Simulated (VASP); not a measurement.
Write the native input for VASP 6.6.1 that does the following.

- Task: electric field gradients
- Functional: PBEsol
- Potentials or basis: VASP PAW PBE potentials, release 64 (Zn, Au)
- Cutoff: 520 eV
- k mesh: 13 × 13 × 13
- Occupations: fermi-dirac, width 0.05 eV
- Spin: no spin polarisation
- Dipole correction: no
- Further INCAR settings: ALGO = Normal; EDIFF = 1e-08; NBANDS = 18

The structure of ZnAu lies in POSCAR:

```
ZnAu
1.0
    3.2099400000      0.0000000000      0.0000000000
    0.0000000000      3.2099400000      0.0000000000
    0.0000000000      0.0000000000      3.1470000000
Zn Au
1 1
Direct
    0.5000000000      0.5000000000      0.5000000000
    0.0000000000      0.0000000000      0.0000000000
```

This cell differs from its parent crystal: equal xx and yy strain of +2 %.

These files were run (other wordings do the same):

INCAR

```
PREC = Accurate ; ENCUT = 520
EDIFF = 1E-8 ; ISMEAR = -1
SIGMA = 0.05 ; LREAL = False
LASPH = True ; NELM = 100
ALGO = Normal ; ISIF = 2
LWAVE = False ; LCHARG = False
GGA = PS ; LEFG = True
NBANDS = 18
```

KPOINTS

```
Automatic mesh
0
Gamma
  13 13 13
```

Potentials or basis: VASP PAW PBE potentials, release 64 (Zn, Au).

The run is started by

```bash
$ cat potpaw_PBE.64/Zn/POTCAR potpaw_PBE.64/Au/POTCAR > POTCAR
$ mpirun -np 1 vasp_std > vasp.out
```

Results of the run:

```json
{"Pressure": "-6.9 GPa"}
```

Caveat: the cell differs from its parent crystal (equal xx and yy strain of +2 %); without QUAD_EFG the Cq values of the log hold for a quadrupole moment of 1 mb, not for the nuclei; the PAW data sets were made with another functional, which shifts forces and pressure a little.

It took 2.4 min on 1 thread of AMD EPYC 7R13 (shared host), peak memory 0.21 GiB.
